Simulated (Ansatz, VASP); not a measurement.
Two plane-wave programs on SiO2

```
CELL_PARAMETERS angstrom
4.48839 0.00000 0.00000
0.00000 4.48839 0.00000
0.00000 0.00000 2.68316
ATOMIC_POSITIONS crystal
Si 0.50000 0.50000 0.50000
Si 0.00000 0.00000 0.00000
O 0.69301 0.69301 0.00000
O 0.19301 0.80699 0.50000
O 0.30699 0.30699 0.00000
O 0.80699 0.19301 0.50000
```

Alike in both runs: task single point; functional PBE; k mesh 6 × 6 × 10; occupations gaussian, width 0.05 eV; no spin polarisation.

|  | VASP | Ansatz |
| --- | --- | --- |
| version | VASP 6.6.1 | Ansatz 0.2.0 |
| potentials or method | VASP PAW PBE potentials, release 64 (Si, O), cutoff 520 eV | scalar-relativistic, plane waves, PAW |
| valence electrons in the cell | 32 | 32 |

|  | VASP | Ansatz | Ansatz less VASP |
| --- | --- | --- | --- |
| gap on the k mesh at the Fermi level (eV) | 3.41 | 3.43 | +0.026 |
| least direct gap on the mesh (eV) | 3.41 | 3.43 | +0.026 |
| pressure (GPa) | -23.4 | -23.7 | -0.25 |
| traceless stress, the component that is largest in VASP (GPa) | 10.44 | 9.94 | -0.502 |
| rms of the force components (eV/Å) | 0.617 | 0.632 | +0.0149 |

Atom by atom the forces differ by 0.015 eV/Å (rms over components). With one functional, cell and mesh, what is left measures potentials, basis and numerics.
